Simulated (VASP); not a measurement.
# Si31C32 (a cell with a defect) in VASP: a series of runs

Runs on Si31C32 (a cell with a defect). Level: PBEsol. Tasks: single point.

All numbers are computed with VASP 6.6.1; they aren't measurements. Logs are shortened: lines on timing, memory, paths and dates and some standing lists are left out, and cuts for length are marked.

### Step 1. The cell of the first run

The cell holds a defect, 63 atoms: a = 8.714 Å, b = 8.714 Å, c = 8.714 Å, α = 90.00°, β = 90.00°, γ = 90.00°.

### Step 2. Single point, PBEsol, collinear spin

INCAR reads:

```
  PREC = Accurate
  ENCUT = 520
  EDIFF = 1E-6
  ISMEAR = -1
  SIGMA = 0.05
  LREAL = Auto
  LASPH = True
  NELM = 150
  ALGO = Normal
  ISIF = 2
  LWAVE = False
  LCHARG = False
  ISPIN = 2
  MAGMOM = 0 0 0 0 0 0 0 0 0 0 0 0 0 0 0 0 0 0 0 0 0 0 0 0 0 0 0 0 0 0 0 0 0 0 0 0 0 0 0.5 0 0.5 0 0 0 0 0 0 0 0 0.5 0 0 0 0 0 0 0 0 0 0.5 0 0 0
  LORBIT = 11
  GGA = PS
  NBANDS = 167
```

KPOINTS reads:

```
regular mesh
0
Gamma
  1 1 1
```

POSCAR reads:

```
Si31C32
1.0
    8.7137060000      0.0000000000      0.0000000000
    0.0000000000      8.7137060000      0.0000000000
    0.0000000000      0.0000000000      8.7137060000
Si C
31 32
Direct
    0.0002830000      0.9999020000      0.0003300000
    0.0000470000      0.9996610000      0.4996580000
    0.0000350000      0.5005870000      0.0005810000
    0.9999340000      0.4998360000      0.5004000000
    0.5009720000      0.9996510000      0.0005750000
    0.5002220000      0.9995660000      0.5004010000
    0.5002130000      0.4998460000      0.0006740000
    0.2503350000      0.2499620000      0.0004660000
    0.2501240000      0.2497510000      0.4964020000
    0.2498810000      0.7499920000      0.0007920000
    0.2502740000      0.7500360000      0.5014320000
    0.7503560000      0.2495160000      0.0007780000
    0.7504130000      0.2499140000      0.5014160000
    0.7503960000      0.7500220000      0.0001400000
    0.7494890000      0.7491080000      0.4986000000
    0.2498590000      0.9994340000      0.2502470000
    0.2503510000      0.9997760000      0.7502860000
    0.2503010000      0.4988360000      0.2502170000
    0.2501510000      0.5038480000      0.7504650000
    0.7504050000      0.0001610000      0.2501990000
    0.7503530000      0.9994240000      0.7507650000
    0.7494560000      0.5016480000      0.2511670000
    0.7504170000      0.4988850000      0.7503020000
    0.9997770000      0.2494840000      0.2502480000
    0.0001670000      0.2499540000      0.7502860000
    0.0005410000      0.7500250000      0.2501960000
    0.9997760000      0.7499990000      0.7507700000
    0.4992480000      0.2499270000      0.2502220000
    0.5041810000      0.2497840000      0.7504610000
    0.5020070000      0.7490800000      0.2511960000
    0.4992730000      0.7500180000      0.7502990000
    0.1251700000      0.1248160000      0.1252940000
    0.1248400000      0.1244360000      0.6261380000
    0.1243540000      0.6250310000      0.1245060000
    0.1246730000      0.6255930000      0.6256380000
    0.6254200000      0.1239630000      0.1245060000
    0.6259300000      0.1243440000      0.6256340000
    0.6256210000      0.6252650000      0.1250850000
    0.6379260000      0.6375340000      0.6389980000
    0.3748540000      0.3744560000      0.1251530000
    0.3609860000      0.3606690000      0.6395530000
    0.3744930000      0.8752810000      0.1249620000
    0.3748440000      0.8750840000      0.6257740000
    0.8756310000      0.3741400000      0.1249440000
    0.8754860000      0.3744540000      0.6257820000
    0.8752350000      0.8748500000      0.1253850000
    0.8756550000      0.8753180000      0.6261190000
    0.3750000000      0.1243540000      0.3746490000
    0.3744670000      0.1244460000      0.8758090000
    0.3615230000      0.6374800000      0.3627830000
    0.3750070000      0.6255750000      0.8758620000
    0.8760770000      0.1239350000      0.3752220000
    0.8753330000      0.1248280000      0.8754160000
    0.8755790000      0.6252900000      0.3749460000
    0.8760590000      0.6250260000      0.8763190000
    0.1247040000      0.3746190000      0.3746290000
    0.1248270000      0.3740830000      0.8758070000
    0.1243180000      0.8757010000      0.3752120000
    0.1251970000      0.8749640000      0.8754200000
    0.6379070000      0.3611610000      0.3627620000
    0.6259440000      0.3746520000      0.8758420000
    0.6256510000      0.8752070000      0.3749330000
    0.6254000000      0.8756780000      0.8763100000
```

Potentials or basis: VASP PAW PBE potentials, release 64 (Si, C).

Launch:

```console
cat potpaw_PBE.64/Si/POTCAR potpaw_PBE.64/C/POTCAR > POTCAR
mpirun -np 1 vasp_gam > vasp.out
```

OUTCAR:

```text
PREC = Accurate
   ENCUT = 520
   EDIFF = 1E-6
   ISMEAR = -1
   LREAL = Auto
   LASPH = True
   NELM = 150
   ISIF = 2
   ISPIN = 2
   LORBIT = 11
   GGA = PS

 ion  position               nearest neighbor table
   1  0.000  1.000  0.000-  59 1.89  32 1.89  53 1.89  46 1.89  27 3.08  16 3.08  21 3.08  24 3.08
                            10 3.08  12 3.08  26 3.08  20 3.08  14 3.08  25 3.08  17 3.08   8 3.08
   2  0.000  1.000  0.500-  58 1.87  52 1.87  47 1.89  33 1.89  26 3.08  20 3.08  16 3.08  24 3.08
                            11 3.08  13 3.08   9 3.08  27 3.09  21 3.09  25 3.09  17 3.09  15 3.09
   3  0.000  0.501  0.001-  55 1.87  34 1.87  44 1.89  57 1.89  26 3.07  14 3.08  27 3.08  10 3.08
                            23 3.08  18 3.08  19 3.08  12 3.09  24 3.09   8 3.09  25 3.09  22 3.09
   4  1.000  0.500  0.500-  45 1.89  54 1.89  35 1.89  56 1.89  23 3.08  13 3.08  22 3.08  15 3.08
                            25 3.08   9 3.08  19 3.08  26 3.08  24 3.08  27 3.08  11 3.08  18 3.08
   5  0.501  1.000  0.001-  63 1.87  36 1.87  42 1.89  49 1.89  14 3.07  20 3.07  21 3.08  12 3.08
                            31 3.08  28 3.08  29 3.08  10 3.09  16 3.09  17 3.09   8 3.09  30 3.09
   6  0.500  1.000  0.500-  43 1.89  62 1.89  37 1.89  48 1.89  31 3.08  11 3.08  30 3.08  15 3.08
                            17 3.08  29 3.08   9 3.08  20 3.08  21 3.08  16 3.08  13 3.08  28 3.08
   7  0.500  0.500  0.001-  40 1.89  38 1.89  51 1.89  61 1.89  18 3.08  28 3.08  22 3.08   8 3.08
                            30 3.08  19 3.08  29 3.08  14 3.08  12 3.08  10 3.08  31 3.08  23 3.08
   8  0.250  0.250  0.000-  40 1.88  57 1.88  49 1.88  32 1.89  18 3.07  28 3.07   7 3.08   1 3.08
                            16 3.08  24 3.08  25 3.08  17 3.08   3 3.09   5 3.09  29 3.10  19 3.10
   9  0.250  0.250  0.496-  41 1.85  48 1.87  56 1.87  33 1.91  18 3.05  28 3.05  16 3.06  24 3.06
[... 63 lines left out ...]
  50  0.362  0.637  0.363-  18 1.83  11 1.83  30 1.84
  51  0.375  0.626  0.876-  19 1.87  31 1.88  10 1.88   7 1.89
  52  0.876  0.124  0.375-   2 1.87  24 1.88  20 1.88  13 1.90
  53  0.875  0.125  0.875-   1 1.89  12 1.89  21 1.89  25 1.89
  54  0.876  0.625  0.375-  22 1.88  15 1.88  26 1.88   4 1.89
  55  0.876  0.625  0.876-   3 1.87  27 1.88  14 1.88  23 1.90
  56  0.125  0.375  0.375-   9 1.87  18 1.88  24 1.88   4 1.89
  57  0.125  0.374  0.876-   8 1.88  25 1.88   3 1.89  19 1.91
  58  0.124  0.876  0.375-   2 1.87  16 1.88  26 1.88  11 1.90
  59  0.125  0.875  0.875-   1 1.89  10 1.89  27 1.89  17 1.89
  60  0.638  0.361  0.363-  13 1.83  28 1.83  22 1.84
  61  0.626  0.375  0.876-  29 1.87  23 1.88  12 1.88   7 1.89
  62  0.626  0.875  0.375-  30 1.88  15 1.88  20 1.88   6 1.89
  63  0.625  0.876  0.876-   5 1.87  21 1.88  14 1.88  31 1.90

  LATTYP: Found a simple cubic cell.
 ALAT       =     8.7137060000

  Lattice vectors:

 A1 = (   8.7137060000,   0.0000000000,   0.0000000000)
 A2 = (   0.0000000000,   8.7137060000,   0.0000000000)
 A3 = (   0.0000000000,   0.0000000000,   8.7137060000)

Analysis of symmetry for initial positions (statically):
=====================================================================
 Subroutine PRICEL returns:
 Original cell was already a primitive cell.

 Routine SETGRP: Setting up the symmetry group for a
 simple cubic supercell.

 Subroutine GETGRP returns: Found  1 space group operations
 (whereof  1 operations were pure point group operations)
 out of a pool of 48 trial point group operations.

The static configuration has the point symmetry C_1 .

Analysis of symmetry for dynamics (positions and initial velocities):
=====================================================================
 Subroutine PRICEL returns:
 Original cell was already a primitive cell.

 Routine SETGRP: Setting up the symmetry group for a
 simple cubic supercell.

 Subroutine GETGRP returns: Found  1 space group operations
 (whereof  1 operations were pure point group operations)
 out of a pool of 48 trial point group operations.

[... 48 lines left out ...]
  ---------------------------------------------------
  free energy    TOTEN  =      -492.14359335 eV

  energy without entropy =     -492.06157519  energy(sigma->0) =     -492.10258427

 E-fermi :   8.3471     XC(G=0): -11.3877

 val. band max:        8.2750575347   @ k =   0.0000   0.0000   0.0000
 cond. band min:       8.3712762298   @ k =   0.0000   0.0000   0.0000
 fundamental gap:      0.0962186951
 Fermi energy:         8.3471092473

 spin component 1

 k-point     1 :       0.0000    0.0000    0.0000
  band No.  band energies     occupation
      1      -7.6500      1.00000
      2      -6.1109      1.00000
      3      -6.1107      1.00000
      4      -6.0929      1.00000
      5      -6.0926      1.00000
      6      -6.0867      1.00000
[... 130 lines left out ...]
    137      11.9825      0.00000
    138      12.0884      0.00000
 Fermi energy:         8.3471092473

 spin component 2

 k-point     1 :       0.0000    0.0000    0.0000
  band No.  band energies     occupation
      1      -7.6227      1.00000
      2      -6.0893      1.00000
      3      -6.0891      1.00000
      4      -6.0595      1.00000
      5      -6.0544      1.00000
      6      -6.0543      1.00000
[... 130 lines left out ...]
    137      12.0018      0.00000
    138      12.0965      0.00000
 [bands above 138 left out]

------------------------ aborting loop because EDIFF is reached ----------------------------------------

  FORCE on cell =-STRESS in cart. coord.  units (eV):
  Direction    XX          YY          ZZ          XY          YZ          ZX
  --------------------------------------------------------------------------------------
  -------------------------------------------------------------------------------------
  Total        5.8348518      5.8154431      5.7963834     -1.2297698      1.2699270      1.2581379
  in kB       14.1296597     14.0826598     14.0365049     -2.9780068      3.0752513      3.0467030
  external PRESSURE =      14.0829414 kB  Pullay stress =       0.0000000 kB

 VOLUME and BASIS-vectors are now :
 -----------------------------------------------------------------------------
  energy-cutoff  :      520.00
  volume of cell :      661.62
      direct lattice vectors                 reciprocal lattice vectors
     8.713706000  0.000000000  0.000000000     0.114761733  0.000000000  0.000000000
     0.000000000  8.713706000  0.000000000     0.000000000  0.114761733  0.000000000
     0.000000000  0.000000000  8.713706000     0.000000000  0.000000000  0.114761733

 POSITION                                       TOTAL-FORCE (eV/Angst)
 -----------------------------------------------------------------------------------
      0.00247      8.71285      0.00288         0.004599      0.007798     -0.006332
      0.00041      8.71075      4.35387         0.019013      0.020568      0.171913
      0.00030      4.36197      0.00506         0.020990     -0.173440     -0.021674
      8.71313      4.35542      4.36034         0.037922     -0.008835      0.007317
      4.36532      8.71066      0.00501        -0.175572      0.022758     -0.018857
      4.35879      8.70992      4.36035        -0.012604      0.039261      0.006577
[... 55 lines left out ...]
      5.45174      7.62630      3.26706         0.007606     -0.016553     -0.000577
      5.44955      7.63040      7.63591         0.087307     -0.029626     -0.008860
 -----------------------------------------------------------------------------------
    total drift:                                0.002187     -0.007058     -0.010860

  FREE ENERGIE OF THE ION-ELECTRON SYSTEM (eV)
  ---------------------------------------------------
  free  energy   TOTEN  =      -492.1435933516 eV

  energy  without entropy=     -492.0615751935  energy(sigma->0) =     -492.10258427

 total charge

# of ion       s       p       d       tot
------------------------------------------
    1        0.700   0.980   0.000   1.681
    2        0.708   0.983   0.000   1.691
    3        0.708   0.983   0.000   1.691
    4        0.700   0.976   0.000   1.676
    5        0.708   0.983   0.000   1.691
    6        0.700   0.976   0.000   1.676
[... 55 lines left out ...]
   62        0.826   1.720   0.000   2.546
   63        0.831   1.709   0.000   2.540
--------------------------------------------------
tot         48.404  84.799   0.000 133.203

 magnetization (x)

# of ion       s       p       d       tot
------------------------------------------
    1       -0.000   0.000   0.000   0.000
    2       -0.000   0.008   0.000   0.007
    3       -0.000   0.008   0.000   0.007
    4       -0.000   0.000   0.000   0.000
    5       -0.000   0.008   0.000   0.007
    6       -0.000   0.000   0.000   0.000
[... 55 lines left out ...]
   62       -0.000   0.001   0.000   0.001
   63        0.002   0.021   0.000   0.023
--------------------------------------------------
tot          0.050   0.982   0.000   1.032
```

Run time: 9.5 min. Hardware: 1 thread of Intel Xeon Platinum 8259CL at 2.50GHz (Skylake/Cascade Lake), shared host; peak memory 0.97 GiB.

What came out:

| Quantity | Value |
| --- | --- |
| Free energy | -492.1436 eV |
| Pressure | 1.4 GPa |
| Largest force | 0.262 eV/Å |
| Net moment | 2.00 μB per cell |
| Site moments | Si +0.00, +0.01, -0.00, -0.01 (each value once); C -0.00, +0.01, +0.02, +0.00, +0.24, +0.11 (each value once) μB |
| Valence electrons inside the program's atomic spheres | Si 1.68, 1.69 (each value once); C 2.54, 2.53, 2.55, 2.47, 2.44, 2.46 (each value once) |

Forces on the atoms (eV/Å):
```
Si   0.005  0.008 -0.006
Si   0.019  0.021  0.172
Si   0.021 -0.173 -0.022
Si   0.038 -0.009  0.007
Si  -0.176  0.023 -0.019
Si  -0.013  0.039  0.007
Si  -0.011 -0.010 -0.041
Si  -0.012 -0.013 -0.059
Si   0.066  0.067  0.240
Si   0.034  0.018 -0.023
Si   0.003 -0.030  0.130
Si   0.018  0.032 -0.023
Si  -0.028  0.000  0.134
Si  -0.011 -0.011  0.022
Si   0.018  0.020  0.023
Si   0.034  0.024 -0.016
Si  -0.012  0.061  0.010
Si   0.002 -0.133  0.028
Si   0.060 -0.245 -0.066
Si  -0.009 -0.027  0.009
Si   0.018  0.026 -0.032
Si   0.017 -0.031 -0.014
Si  -0.029 -0.136 -0.002
Si   0.024  0.035 -0.019
Si   0.061 -0.012  0.010
Si  -0.027 -0.010  0.010
Si   0.024  0.019 -0.032
Si  -0.135  0.000  0.027
Si  -0.245  0.066 -0.066
Si  -0.034  0.016 -0.017
Si  -0.137 -0.028 -0.002
C   -0.001 -0.005  0.016
C   -0.049 -0.050 -0.099
C    0.006  0.080  0.032
C   -0.018  0.049 -0.014
C    0.080  0.008  0.033
C    0.052 -0.023 -0.013
C    0.007  0.008  0.017
C    0.038  0.035 -0.082
C    0.011  0.014  0.019
C    0.013  0.006 -0.007
C    0.031 -0.003  0.003
C    0.016 -0.014 -0.014
C    0.000  0.032  0.005
C   -0.018  0.016 -0.014
C    0.010  0.008 -0.007
C    0.000 -0.005 -0.034
C    0.012 -0.027 -0.050
C    0.098 -0.046  0.046
C    0.087  0.040 -0.039
C    0.015  0.053  0.027
C   -0.032  0.014 -0.087
C   -0.017 -0.008  0.008
C   -0.015  0.005 -0.005
C   -0.030  0.087 -0.011
C   -0.022  0.010 -0.049
C   -0.049  0.103  0.049
C    0.014 -0.030 -0.083
C   -0.005 -0.019  0.006
C    0.038  0.089 -0.039
C    0.050  0.013  0.028
C    0.008 -0.017 -0.001
C    0.087 -0.030 -0.009
```

Levels at points of the mesh, in eV from the Fermi level:
Spin up:
```
           k point  band 125  band 126  band 127  band 128  band 129  band 130
(0.00, 0.00, 0.00)     -0.81     -0.07     -0.07      0.02      0.80      0.82
```
Spin down:
```csv
k point,band 122,band 123,band 124,band 125,band 126,band 127,band 128,band 129
"(0.00, 0.00, 0.00)",-1.46,-0.74,-0.74,-0.74,0.47,0.68,0.68,0.81
```

Caveat: the k points lie up to 0.72 Å⁻¹ apart; the PAW data sets were made with another functional, which shifts forces and pressure a little.

(Continued in part 2 of 2.)
